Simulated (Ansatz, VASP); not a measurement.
# Nb: VASP beside Ansatz

```
Nb
1.0
    -1.63577    1.63577    1.63577
     1.63577   -1.63577    1.63577
     1.63577    1.63577   -1.63577
Nb
1
Direct
  0.00000 0.00000 0.00000
```

Alike in both runs: task single point; functional PBEsol; k mesh 16 × 16 × 16; occupations fermi-dirac, width 0.08 eV; no spin polarisation.

|  | VASP | Ansatz |
| --- | --- | --- |
| version | VASP 6.6.1 | Ansatz 0.2.0 |
| potentials or method | VASP PAW PBE potentials, release 64 (Nb_sv), cutoff 520 eV | all-electron LAPW, scalar-relativistic |

Ansatz gave:

| Property | Result |
| --- | --- |
| pressure (GPa) | 0.0 |

Q: What did VASP give for the same quantities?

A: Pressure (GPa): -0.3.

VASP's potentials were made for PBE, not for PBEsol. Ansatz ran all-electron here, and VASP with PAW potentials. Ansatz's warnings: optics on partly filled bands.
